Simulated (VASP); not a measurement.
A run of VASP 6.6.1 is set up as follows.

File INCAR:

```
SYSTEM = NaCl
ALGO = Normal ; EDIFF = 1E-8
ENCUT = 400 ; GGA = PE
GGA_COMPAT = .False. ; ISIF = 2
ISMEAR = -1 ; LASPH = .True.
LCHARG = .False. ; LEFG = .True.
LREAL = .False. ; LWAVE = .False.
NBANDS = 14 ; NELM = 120
PREC = Accurate ; SIGMA = 0.02
```

Contents of KPOINTS:

```
k-points
0
Gamma
  8 8 8
  0 0 0
```

The input POSCAR:

```
NaCl
1.0
    2.8789409493      0.0000000000      0.0000000000
    0.0000000000      2.8789409493      0.0000000000
    0.0000000000      0.0000000000      2.8789409493
Na Cl
1 1
Direct
    0.0000000000      0.0000000000      0.0000000000
    0.5000000000      0.5000000000      0.5000000000
```

Potentials or basis: VASP PAW PBE potentials, release 64 (Na_pv, Cl).

Run with:

```console
$ cat potpaw_PBE.64/Na_pv/POTCAR potpaw_PBE.64/Cl/POTCAR > POTCAR
$ mpirun -np 1 vasp_std > vasp.out
```

Problem. What does it give for the band gap on the k mesh?

Solution. 4.49 eV.

Problem. What does it give for the pressure?

Solution. 60.0 GPa.

Caveat: the cell stands under pressure. A k mesh can miss the band edges.
